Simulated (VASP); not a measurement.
# BN (P6_3/mmc) in VASP: notebook, part 2 of 2

VASP 6.6.1.

### 5 Single point, LDA (volume 8.290 Å^3 an atom, c/a of the conventional cell 2.4874)

Contents of INCAR:

```
SYSTEM = BN
ALGO = Normal
EDIFF = 1E-6
ENCUT = 520
ISIF = 2
ISMEAR = 0
LASPH = .TRUE.
LCHARG = .FALSE.
LREAL = .FALSE.
LWAVE = .FALSE.
NBANDS = 16
NELM = 60
PREC = Accurate
SIGMA = 0.05
```

Contents of KPOINTS:

```
k-points
0
G
  12 12 4
  0 0 0
```

Contents of POSCAR:

```
BN
1.0
    2.4875935385      0.0000000000      0.0000000000
   -1.2437967692      2.1543191986      0.0000000000
    0.0000000000      0.0000000000      6.1876401676
B N
2 2
Direct
    0.3333333333      0.6666666667      0.2500000000
    0.6666666667      0.3333333333      0.7500000000
    0.3333333333      0.6666666667      0.7500000000
    0.6666666667      0.3333333333      0.2500000000
```

Potentials or basis: VASP PAW LDA potentials, release 64 (B, N).

Run with:

```bash
$ cat potpaw_LDA.64/B/POTCAR potpaw_LDA.64/N/POTCAR > POTCAR
$ mpirun -np 1 vasp_std > vasp.out
```

OUTCAR:

```text
SYSTEM = BN
   EDIFF = 1E-6
   ENCUT = 520
   ISIF = 2
   ISMEAR = 0
   LASPH = .TRUE.
   LREAL = .FALSE.
   NELM = 60
   PREC = Accurate

 ion  position               nearest neighbor table
   1  0.333  0.667  0.250-   4 1.44   4 1.44   4 1.44
   2  0.667  0.333  0.750-   3 1.44   3 1.44   3 1.44
   3  0.333  0.667  0.750-   2 1.44   2 1.44   2 1.44
   4  0.667  0.333  0.250-   1 1.44   1 1.44   1 1.44

  LATTYP: Found a hexagonal cell.
 ALAT       =     2.4875935385
 C/A-ratio  =     2.4874000000

  Lattice vectors:

 A1 = (   2.4875935385,   0.0000000000,   0.0000000000)
 A2 = (  -1.2437967692,   2.1543191986,   0.0000000000)
 A3 = (   0.0000000000,   0.0000000000,   6.1876401676)

Analysis of symmetry for initial positions (statically):
=====================================================================
 Subroutine PRICEL returns:
 Original cell was already a primitive cell.

 Routine SETGRP: Setting up the symmetry group for a
 hexagonal supercell.

 Subroutine GETGRP returns: Found 24 space group operations
 (whereof 12 operations were pure point group operations)
 out of a pool of 24 trial point group operations.

The static configuration has the point symmetry D_3d.
 The point group associated with its full space group is D_6h.

Analysis of symmetry for dynamics (positions and initial velocities):
=====================================================================
 Subroutine PRICEL returns:
 Original cell was already a primitive cell.

 Routine SETGRP: Setting up the symmetry group for a
 hexagonal supercell.

 Subroutine GETGRP returns: Found 24 space group operations
 (whereof 12 operations were pure point group operations)
 out of a pool of 24 trial point group operations.

The dynamic configuration has the point symmetry D_3d.
 The point group associated with its full space group is D_6h.

 Subroutine INISYM returns: Found 24 space group operations
 (whereof 12 operations are pure point group operations),
 and found     1 'primitive' translations

[... 122 lines left out ...]
   LORBIT       =      0    0 simple, 1 ext, 2 COOP (PROOUT), +10 PAW based schemes
   GGA     = CA    functional components
   LHFCALC =     F    Hartree Fock is set to
   AEXX    =    0.0000 exact exchange contribution
   IVDW    =     0    specifies the selected vdW correction
   LEPSILON=     F    determine dielectric tensor
   LRPA    =     F    only Hartree local field effects (RPA)
 non-spin polarized calculation
 Gauss-broadening in eV      SIGMA  =   0.05
  energy-cutoff  :      520.00
  volume of cell :       33.16
 maximum number of plane-waves:       912
 NGX is ok and might be reduce to    20
   NGX =  9   NGY =  9   NGZ = 23

 number of electron      15.9999998 magnetization

 Free energy of the ion-electron system (eV)
  ---------------------------------------------------
  ext. energy  EPLUGINS =         0.00000000
  ---------------------------------------------------
  free energy    TOTEN  =       -38.57166588 eV

  energy without entropy =      -38.57166588  energy(sigma->0) =      -38.57166588

 E-fermi :   3.2304     XC(G=0): -11.0025

 val. band max:        2.9114709062   @ k =   0.3333   0.2500   0.0000
 cond. band min:       6.8622019013   @ k =   0.5000  -0.0000   0.0000
 fundamental gap:      3.9507309951
 Fermi energy:         3.2303528074

 k-point     1 :       0.0000    0.0000    0.0000
  band No.  band energies     occupation
      1     -14.9637      2.00000
      2     -14.4428      2.00000
      3      -3.9357      2.00000
      4      -0.9006      2.00000
      5       1.5194      2.00000
      6       1.5194      2.00000
[... 433 lines left out ...]
      3      -4.0656      2.00000
      4      -3.9507      2.00000
      5      -0.7802      2.00000
      6      -0.7062      2.00000
[... 8 lines left out ...]
     15      19.9651      0.00000
     16      21.5285      0.00000

 [... further k-points ...]

------------------------ aborting loop because EDIFF is reached ----------------------------------------

  FORCE on cell =-STRESS in cart. coord.  units (eV):
  Direction    XX          YY          ZZ          XY          YZ          ZX
  --------------------------------------------------------------------------------------
  -------------------------------------------------------------------------------------
  Total        0.3346385      0.3346385      0.3400717      0.0000000      0.0000000      0.0000000
  in kB       16.1685837     16.1685837     16.4310959      0.0000000      0.0000000      0.0000000
  external PRESSURE =      16.2560877 kB  Pullay stress =       0.0000000 kB

 VOLUME and BASIS-vectors are now :
 -----------------------------------------------------------------------------
  energy-cutoff  :      520.00
  volume of cell :       33.16
      direct lattice vectors                 reciprocal lattice vectors
     2.487593539  0.000000000  0.000000000     0.401994934  0.232091883  0.000000000
    -1.243796769  2.154319199  0.000000000     0.000000000  0.464183767  0.000000000
     0.000000000  0.000000000  6.187640168     0.000000000  0.000000000  0.161612501

 POSITION                                       TOTAL-FORCE (eV/Angst)
 -----------------------------------------------------------------------------------
     -0.00000      1.43621      1.54691         0.000000      0.000000      0.000000
      1.24380      0.71811      4.64073        -0.000000     -0.000000      0.000000
     -0.00000      1.43621      4.64073        -0.000000      0.000000      0.000000
      1.24380      0.71811      1.54691         0.000000     -0.000000      0.000000
 -----------------------------------------------------------------------------------
    total drift:                                0.000000     -0.000000      0.000000

  FREE ENERGIE OF THE ION-ELECTRON SYSTEM (eV)
  ---------------------------------------------------
  free  energy   TOTEN  =       -38.5716658811 eV

  energy  without entropy=      -38.5716658811  energy(sigma->0) =      -38.57166588
```

OSZICAR:

```text
N       E                     dE             d eps       ncg     rms          rms(c)
DAV:   1     0.421191335722E+02    0.42119E+02   -0.81507E+03  1832   0.937E+02
DAV:   2    -0.397077593887E+02   -0.81827E+02   -0.74422E+02  2544   0.209E+02
DAV:   3    -0.425626240481E+02   -0.28549E+01   -0.28443E+01  2288   0.376E+01
DAV:   4    -0.425758068550E+02   -0.13183E-01   -0.13181E-01  2304   0.299E+00
DAV:   5    -0.425759068377E+02   -0.99983E-04   -0.99982E-04  2272   0.244E-01    0.112E+01
DAV:   6    -0.390462226441E+02    0.35297E+01   -0.55684E+00  2160   0.181E+01    0.485E+00
DAV:   7    -0.386873700238E+02    0.35885E+00   -0.47735E-01  2456   0.492E+00    0.301E+00
DAV:   8    -0.385769167030E+02    0.11045E+00   -0.25632E-01  2360   0.345E+00    0.455E-01
DAV:   9    -0.385716968144E+02    0.52199E-02   -0.14793E-02  2128   0.954E-01    0.186E-01
DAV:  10    -0.385716568384E+02    0.39976E-04   -0.64642E-04  2416   0.190E-01    0.240E-02
DAV:  11    -0.385716661478E+02   -0.93094E-05   -0.28237E-05  2128   0.428E-02    0.177E-02
DAV:  12    -0.385716658811E+02    0.26669E-06   -0.54171E-06  2240   0.171E-02
   1 F= -.38571666E+02 E0= -.38571666E+02  d E =-.127217E-20
```

stdout:

```text
POSCAR found type information on POSCAR B N
 POSCAR found :  2 types and       4 ions
 scaLAPACK will be used
 LDA part: xc-table for (Slater(with rela. corr.)+CA(PZ))
 , standard interpolation
 POSCAR, INCAR and KPOINTS ok, starting setup
 FFT: planning ... GRIDC
 FFT: planning ... GRID_SOFT
 FFT: planning ... GRID
 WAVECAR not read
 entering main loop
```

It took 35 s on 1 thread of AMD EPYC 7R13, shared host; peak memory 0.11 GiB.

What came out:

- Free energy: -38.5717 eV
- Pressure: 1.6 GPa
- Band gap on the k mesh: 3.95 eV, indirect (least direct gap 4.30 eV)

Levels at points of the mesh, in eV from the valence-band top:
| k point | band 6 | band 7 | band 8 | band 9 | band 10 | band 11 |
| --- | --- | --- | --- | --- | --- | --- |
| (0.00, 0.00, 0.00) | -1.39 | -1.32 | -1.32 | 5.44 | 10.92 | 11.48 |
| (0.50, 0.00, 0.00) | -4.15 | -1.83 | -0.35 | 3.95 | 5.87 | 9.68 |
| (0.00, 0.00, 0.50) | -1.36 | -1.36 | -1.36 | 8.28 | 8.28 | 11.59 |
| (0.50, 0.00, 0.50) | -4.21 | -1.03 | -1.03 | 4.51 | 4.51 | 10.10 |

### 6 Single point, LDA (volume 8.290 Å^3 an atom, c/a of the conventional cell 2.7393)

Contents of INCAR:

```
ALGO = Normal ; EDIFF = 1E-7
ENCUT = 520 ; ISIF = 2
ISMEAR = 0 ; LASPH = T
LCHARG = T ; LELF = T
LREAL = F ; LVHAR = T
LWAVE = F ; NBANDS = 16
NELM = 60 ; PREC = Accurate
SIGMA = 0.05
```

Contents of KPOINTS:

```
k-points
0
Gamma
  12 12 4
```

Contents of POSCAR:

```
BN
1.0
    2.4088777723      0.0000000000      0.0000000000
   -1.2044388861      2.0861493454      0.0000000000
    0.0000000000      0.0000000000      6.5986388816
B N
2 2
Direct
    0.3333333333      0.6666666667      0.2500000000
    0.6666666667      0.3333333333      0.7500000000
    0.3333333333      0.6666666667      0.7500000000
    0.6666666667      0.3333333333      0.2500000000
```

Potentials or basis: VASP PAW LDA potentials, release 64 (B, N).

Run with:

```bash
$ cat potpaw_LDA.64/B/POTCAR potpaw_LDA.64/N/POTCAR > POTCAR
$ mpirun -np 1 vasp_std > vasp.out
```

Run time: 38 s. Hardware: 1 thread of AMD EPYC 7R13, shared host; peak memory 0.11 GiB.

Results (log left out):

| Property | Result |
| --- | --- |
| Free energy | -38.2886 eV |
| Pressure | 28.5 GPa |
| Band gap on the k mesh | 4.23 eV, indirect (least direct gap 4.78 eV) |

Stress tensor (GPa, compression positive):
```
42.94  0.00  0.00
 0.00 42.94  0.00
 0.00  0.00 -0.53
```

Levels at points of the mesh, in eV from the valence-band top:
```
           k point  band 5  band 6  band 7  band 8  band 9  band 10  band 11  band 12
(0.00, 0.00, 0.00)   -1.19   -1.19   -1.16   -1.16    4.88    10.40    12.42    12.42
(0.50, 0.00, 0.00)   -4.33   -4.28   -1.60   -0.55    4.23     5.77    10.48    11.23
(0.00, 0.00, 0.50)   -1.18   -1.18   -1.18   -1.18    7.44     7.44    12.48    12.48
(0.50, 0.00, 0.50)   -4.31   -4.31   -1.06   -1.06    4.76     4.76    11.12    11.12
```

 A k mesh can miss the band edges.

### 7 Overview

| cell | gap on the mesh (eV) | pressure (GPa) |
| --- | --- | --- |
| a = 2.428, b = 2.428, c = 6.493 Å, angles 90.0, 90.0, 120.0°, 4 atoms | 4.17 | 21.3 |
| a = 2.351, b = 2.351, c = 6.925 Å, angles 90.0, 90.0, 120.0°, 4 atoms | 4.42 | 51.6 |
| a = 2.548, b = 2.548, c = 5.896 Å, angles 90.0, 90.0, 120.0°, 4 atoms | 3.83 | -15.5 |
| a = 2.488, b = 2.488, c = 6.188 Å, angles 90.0, 90.0, 120.0°, 4 atoms | 3.95 | 1.6 |
| a = 2.409, b = 2.409, c = 6.599 Å, angles 90.0, 90.0, 120.0°, 4 atoms | 4.23 | 28.5 |

Alike in all rows: task single point; level LDA; potentials or basis VASP PAW LDA potentials, release 64 (B, N); no spin polarisation; k mesh 12 × 12 × 4; cutoff (eV) 520; smearing gaussian 0.05 eV.

Absolute energies hang on the potentials; compare differences alone.
